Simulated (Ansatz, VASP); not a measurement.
# One calculation of CdHg3S4, two programs

```xyz
8
Lattice="-2.9919 2.9919 5.9846 2.9919 -2.9919 5.9846 2.9919 2.9919 -5.9846" Properties=species:S:1:pos:R:3 pbc="T T T"
Cd    0.0000    0.0000    0.0000
Hg    0.0000    0.0000    5.9846
Hg    2.9919    0.0000    2.9923
Hg    0.0000    2.9919    2.9923
S     1.5076    1.5076    4.5003
S     1.4843    1.4843   -1.4843
S    -1.5076    1.5076    7.4690
S     1.5076   -1.5076    7.4690
```

Alike in both runs: functional PBE; k mesh 4 × 4 × 4; occupations gaussian, width 0.1 eV; no spin polarisation.

Ansatz relaxed the structure, and its values are those at the end. VASP's run is a single point on that final structure, the one shown.

|  | VASP | Ansatz |
| --- | --- | --- |
| version | VASP 6.6.1 | Ansatz 0.2.0 |
| potentials or method | VASP PAW PBE potentials, release 64 (Cd, Hg, S), cutoff 520 eV | scalar-relativistic, plane waves, PAW |
| valence electrons in the cell | 72 | 104 |

```tsv
	VASP	Ansatz	Ansatz less VASP
gap on the k mesh at the Fermi level (eV)	none	none	-
pressure (GPa)	0.0	-0.2	-0.22
rms of the force components (eV/Å)	0.008	0.007	-0.0008
```

A gap of «none» marks a metal or a gap that the smearing closes. The functional is the same, so the differences come from potentials, cutoffs and numerics. VASP's potentials hold 72 valence electrons a cell and Ansatz's 104, so a difference there can come from the potentials and not from the codes.

The k mesh is coarse, so the values compare programs but aren't converged. Spin-orbit coupling is off throughout.
